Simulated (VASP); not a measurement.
# CoO (R-3m) in VASP: a series of runs

Aim: see how the results for CoO move with the level of theory and the settings. Levels: RPBE, revPBE, BLYP, PBE. Tasks: single point.

Program: VASP 6.6.1. These are calculated values, not measurements. Logs are shortened: lines on timing, memory, paths and dates and some standing lists are left out, and cuts for length are marked.

**1. The cell of the first run**

It takes space group R-3m (No. 166, trigonal). Conventional cell: a = 3.011 Å, b = 3.011 Å, c = 7.320 Å, α = 90.00°, β = 90.00°, γ = 120.00°. Co (site symmetry -3m) has 6 O at 2.12 Å within 2.8 Å. O (site symmetry -3m) has 6 Co at 2.12 Å within 2.8 Å.

**2. Single point, RPBE, collinear spin, ferromagnetic start**

INCAR

```
ALGO = Normal ; EDIFF = 1E-7
ENCUT = 520 ; GGA = RP
ISIF = 2 ; ISMEAR = -1
ISPIN = 2 ; LASPH = True
LCHARG = True ; LELF = True
LMAXMIX = 4 ; LORBIT = 11
LREAL = False ; LVHAR = True
LWAVE = False ; MAGMOM = 2 0
NBANDS = 18 ; NELM = 150
PREC = Accurate ; SIGMA = 0.05
```

KPOINTS

```
k-points
0
Gamma
  11 11 11
```

POSCAR

```
CoO
1.0
    1.5054695445      0.8691832468      2.4399269062
   -1.5054695445      0.8691832468      2.4399269062
    0.0000000000     -1.7383664936      2.4399269062
Co O
1 1
Direct
    0.0000000000      0.0000000000      0.0000000000
    0.5000000000      0.5000000000      0.5000000000
```

Potentials or basis: VASP PAW PBE potentials, release 64 (Co, O).

The run is started by

```bash
$ cat potpaw_PBE.64/Co/POTCAR potpaw_PBE.64/O/POTCAR > POTCAR
$ mpirun -np 1 vasp_std > vasp.out
```

OUTCAR:

```text
EDIFF = 1E-7
   ENCUT = 520
   GGA = RP
   ISIF = 2
   ISMEAR = -1
   ISPIN = 2
   LASPH = True
   LORBIT = 11
   LREAL = False
   NELM = 150
   PREC = Accurate

 ion  position               nearest neighbor table
   1  0.000  0.000  0.000-   2 2.12   2 2.12   2 2.12   2 2.12   2 2.12   2 2.12
   2  0.500  0.500  0.500-   1 2.12   1 2.12   1 2.12   1 2.12   1 2.12   1 2.12

  LATTYP: Found a trigonal (rhomboedric) cell.
 ALAT       =     2.9958573687
 COS(alpha) =     0.4949531368

  Lattice vectors:

 A1 = (   1.5054695445,   0.8691832468,   2.4399269062)
 A2 = (  -1.5054695445,   0.8691832468,   2.4399269062)
 A3 = (   0.0000000000,  -1.7383664936,   2.4399269062)

Analysis of symmetry for initial positions (statically):
=====================================================================
 Subroutine PRICEL returns:
 Original cell was already a primitive cell.

 Routine SETGRP: Setting up the symmetry group for a
 trigonal (rhombohedral) supercell.

 Subroutine GETGRP returns: Found 12 space group operations
 (whereof 12 operations were pure point group operations)
 out of a pool of 12 trial point group operations.

The static configuration has the point symmetry D_3d.

Analysis of symmetry for dynamics (positions and initial velocities):
=====================================================================
 Subroutine PRICEL returns:
 Original cell was already a primitive cell.

 Routine SETGRP: Setting up the symmetry group for a
 trigonal (rhombohedral) supercell.

 Subroutine GETGRP returns: Found 12 space group operations
 (whereof 12 operations were pure point group operations)
 out of a pool of 12 trial point group operations.

The dynamic configuration has the point symmetry D_3d.

Analysis of structural, dynamic, and magnetic symmetry:
=====================================================================
 Subroutine PRICEL returns:
 Original cell was already a primitive cell.

 Routine SETGRP: Setting up the symmetry group for a
 trigonal (rhombohedral) supercell.

 Subroutine GETGRP returns: Found 12 space group operations
 (whereof 12 operations were pure point group operations)
 out of a pool of 12 trial point group operations.

The overall configuration has the point symmetry D_3d.

 Subroutine INISYM returns: Found 12 space group operations
 (whereof 12 operations are pure point group operations),
 and found     1 'primitive' translations

----------------------------------------------------------------------------------------

                                     Primitive cell

  volume of cell :      19.1563

  direct lattice vectors                    reciprocal lattice vectors
     1.505469544  0.869183247  2.439926906     0.332122295  0.191750896  0.136616114
    -1.505469544  0.869183247  2.439926906    -0.332122295  0.191750896  0.136616114
     0.000000000 -1.738366494  2.439926906     0.000000000 -0.383501793  0.136616114

  length of vectors
     2.995857369  2.995857369  2.995857369     0.407108816  0.407108816  0.407108816

  position of ions in fractional coordinates (direct lattice)
     0.000000000  0.000000000  0.000000000
     0.500000000  0.500000000  0.500000000

  ion indices of the primitive-cell ions
   primitive index   ion index
                 1           1
                 2           2

----------------------------------------------------------------------------------------

 KPOINTS: k-points

Automatic generation of k-mesh.
 Grid dimensions read from file:
 generate k-points for:   11   11   11

 Generating k-lattice:

  Cartesian coordinates                     Fractional coordinates (reciprocal lattice)
     0.030192936  0.017431900  0.012419647     0.090909091  0.000000000  0.000000000
    -0.030192936  0.017431900  0.012419647     0.000000000  0.090909091  0.000000000
     0.000000000 -0.034863799  0.012419647     0.000000000  0.000000000  0.090909091

  Length of vectors
     0.037009892  0.037009892  0.037009892

  Shift w.r.t. Gamma in fractional coordinates (k-lattice)
     0.000000000  0.000000000  0.000000000

 Subroutine IBZKPT returns following result:
 ===========================================

 Found    146 irreducible k-points:

 Following reciprocal coordinates:
            Coordinates               Weight
  0.000000  0.000000  0.000000      1.000000
  0.090909  0.000000  0.000000      6.000000
  0.181818  0.000000  0.000000      6.000000
  0.272727 -0.000000  0.000000      6.000000
  0.363636 -0.000000 -0.000000      6.000000
  0.454545  0.000000 -0.000000      6.000000
[... 16 lines left out ...]
 -0.272727  0.181818  0.000000     12.000000
 -0.181818  0.181818  0.000000      6.000000
 [... further k-points ...]
   k-points           NKPTS =    146   k-points in BZ     NKDIM =    146   number of bands    NBANDS=     18
   number of dos      NEDOS =    301   number of ions     NIONS =      2
   total plane-waves  NPLWV =  13824
   dimension x,y,z NGX =    24 NGY =   24 NGZ =   24
   dimension x,y,z NGXF=    48 NGYF=   48 NGZF=   48
   ions per type =               1   1
   NGX,Y,Z   is equivalent  to a cutoff of  13.32, 13.32, 13.32 a.u.
   NGXF,Y,Z  is equivalent  to a cutoff of  26.64, 26.64, 26.64 a.u.
 SYSTEM =  unknown system
   PREC   = accura    normal or accurate (medium, high low for compatibility)
   ISTART =      0    job   : 0-new  1-cont  2-samecut
   ICHARG =      2    charge: 1-file 2-atom 10-const
   ISPIN  =      2    spin polarized calculation?
   LNONCOLLINEAR =      F non collinear calculations
   LSORBIT =      F    spin-orbit coupling
   LASPH  =      T    aspherical Exc in radial PAW
   ENCUT  =  520.0 eV  38.22 Ry    6.18 a.u.   5.57  5.57  5.57*2*pi/ulx,y,z
   NELM   =    150;   NELMIN=  2; NELMDL= -5     # of ELM steps
   EDIFF  = 0.1E-06   stopping-criterion for ELM
   LREAL  =      F    real-space projection
   EDIFFG = 0.1E-05   stopping-criterion for IOM
   NSW    =      0    number of steps for IOM
   IBRION =     -1    ionic relax: 0-MD 1-quasi-New 2-CG
   NFREE  =      0    steps in history (QN), initial steepest desc. (CG)
   ISIF   =      2    stress and relaxation
   ISYM   =      2    0-nonsym 1-usesym 2-fastsym
   POTIM  = 0.5000    time-step for ionic-motion
   TEBEG  =    0.0;   TEEND  =   0.0 temperature during run
   PSTRESS=    0.0 pullay stress
   NELECT =      15.0000    total number of electrons
   NUPDOWN=      -1.0000    fix difference up-down
   EMIN   =  10.00;   EMAX   =-10.00  energy-range for DOS
   EFERMI =   0.00;   METHOD = LEGACY
   ISMEAR =    -1;   SIGMA  =   0.05  broadening in eV -4-tet -1-fermi 0-gaus
   EFERMI_NEDOS =   21; number of points for ismear=-14 and -15
   IALGO  =     38    algorithm
   IMIX   =      4    mixing-type and parameters
     AMIX     =   0.40;   BMIX     =  1.00
     AMIX_MAG =   1.60;   BMIX_MAG =  1.00
  volume/ion in A,a.u.               =       9.58        64.64
  Fermi-wavevector in a.u.,A,eV,Ry     =   1.508927  2.851458 30.978555  2.276860
  Thomas-Fermi vector in A             =   2.619316
   LORBIT       =     11    0 simple, 1 ext, 2 COOP (PROOUT), +10 PAW based schemes
   GGA     = RP    functional components
   LHFCALC =     F    Hartree Fock is set to
   AEXX    =    0.0000 exact exchange contribution
   IVDW    =     0    specifies the selected vdW correction
   LEPSILON=     F    determine dielectric tensor
   LRPA    =     F    only Hartree local field effects (RPA)
 spin polarized calculation
  energy-cutoff  :      520.00
  volume of cell :       19.16
 maximum number of plane-waves:       532
   NGX = 11   NGY = 11   NGZ = 11

 number of electron      15.0000005 magnetization       2.9032422

 Free energy of the ion-electron system (eV)
  ---------------------------------------------------
  ext. energy  EPLUGINS =         0.00000000
  ---------------------------------------------------
  free energy    TOTEN  =       -12.19956748 eV

  energy without entropy =      -12.16525684  energy(sigma->0) =      -12.18241216

 E-fermi :   8.1753     XC(G=0): -12.2816

 val. band max:        8.1745610969   @ k =   0.3636   0.2727   0.0909
 cond. band min:       8.1785139042   @ k =   0.4545   0.2727   0.1818
 fundamental gap:      0.0039528072
 Fermi energy:         8.1753095806

 spin component 1

 k-point     1 :       0.0000    0.0000    0.0000
  band No.  band energies     occupation
      1     -12.1546      1.00000
      2       4.8715      1.00000
      3       4.8715      1.00000
      4       5.0274      1.00000
      5       5.0274      1.00000
      6       5.0552      1.00000
[... 10 lines left out ...]
     17      30.0327      0.00000
     18      33.2733      0.00000
[... 463 lines left out ...]
 k-point    24 :      -0.1818    0.1818    0.0000
  band No.  band energies     occupation
      1     -11.4181      1.00000
      2       1.5214      1.00000
      3       2.5705      1.00000
      4       3.1767      1.00000
      5       5.4101      1.00000
      6       5.4269      1.00000
[... 10 lines left out ...]
     17      36.0880      0.00000
     18      37.8766      0.00000

 [... further k-points ...]

 spin component 2

 k-point     1 :       0.0000    0.0000    0.0000
  band No.  band energies     occupation
      1     -11.6595      1.00000
      2       5.5878      1.00000
      3       5.5878      1.00000
      4       5.6405      1.00000
      5       7.0649      1.00000
      6       7.0649      1.00000
[... 10 lines left out ...]
     17      31.0183      0.00000
     18      34.0695      0.00000
[... 463 lines left out ...]
 k-point    24 :      -0.1818    0.1818    0.0000
  band No.  band energies     occupation
      1     -10.8969      1.00000
      2       2.2645      1.00000
      3       3.9886      1.00000
      4       4.0483      1.00000
      5       7.4704      1.00000
      6       7.9329      0.99222
[... 10 lines left out ...]
     17      36.6763      0.00000
     18      38.4608      0.00000

 [... further k-points ...]
[... 5 lines left out ...]
  --------------------------------------------------------------------------------------
  -------------------------------------------------------------------------------------
  Total        0.6985482      0.6985482      0.6390099     -0.0000000      0.0000000     -0.0000000
  in kB       58.4245787     58.4245787     53.4449608     -0.0000000      0.0000000     -0.0000000
  external PRESSURE =      56.7647060 kB  Pullay stress =       0.0000000 kB

 VOLUME and BASIS-vectors are now :
 -----------------------------------------------------------------------------
  energy-cutoff  :      520.00
  volume of cell :       19.16
      direct lattice vectors                 reciprocal lattice vectors
     1.505469544  0.869183247  2.439926906     0.332122295  0.191750896  0.136616114
    -1.505469544  0.869183247  2.439926906    -0.332122295  0.191750896  0.136616114
     0.000000000 -1.738366494  2.439926906     0.000000000 -0.383501793  0.136616114

 POSITION                                       TOTAL-FORCE (eV/Angst)
 -----------------------------------------------------------------------------------
      0.00000      0.00000      0.00000         0.000000      0.000000      0.000000
      0.00000      0.00000      3.65989         0.000000     -0.000000     -0.000000
 -----------------------------------------------------------------------------------
    total drift:                               -0.000000      0.000000     -0.000000

  FREE ENERGIE OF THE ION-ELECTRON SYSTEM (eV)
  ---------------------------------------------------
  free  energy   TOTEN  =       -12.1995674793 eV

  energy  without entropy=      -12.1652568446  energy(sigma->0) =      -12.18241216

 total charge

# of ion       s       p       d       tot
------------------------------------------
    1        0.295   0.361   7.144   7.800
    2        1.561   3.439   0.000   5.000
--------------------------------------------------
tot          1.857   3.799   7.144  12.800

 magnetization (x)

# of ion       s       p       d       tot
------------------------------------------
    1        0.020   0.017   2.527   2.564
    2        0.028   0.266   0.000   0.294
--------------------------------------------------
tot          0.049   0.283   2.527   2.858
```

Wall time 82 s (1 thread of Intel Xeon Platinum 8259CL at 2.50GHz (Skylake/Cascade Lake), shared host); peak memory 0.2 GiB.

What came out:

- Free energy: -12.1996 eV
- Pressure: 5.7 GPa
- Net moment: 2.90 μB per cell
- Site moments: Co +2.56; O +0.29 μB
- Valence electrons inside the program's atomic spheres: Co 7.80; O 5.00

Caveat: the PAW data sets were made with another functional, which shifts forces and pressure a little; a cell with one magnetic atom can't hold antiferromagnetic order, which such compounds often take; semilocal functionals often make such compounds metallic where correlation or magnetic order opens a gap, which also shifts bond lengths. With open d or f shells a metallic result of RPBE can be an artefact of self-interaction; +U or a hybrid may open a gap.

(Continued in part 2 of 3.)
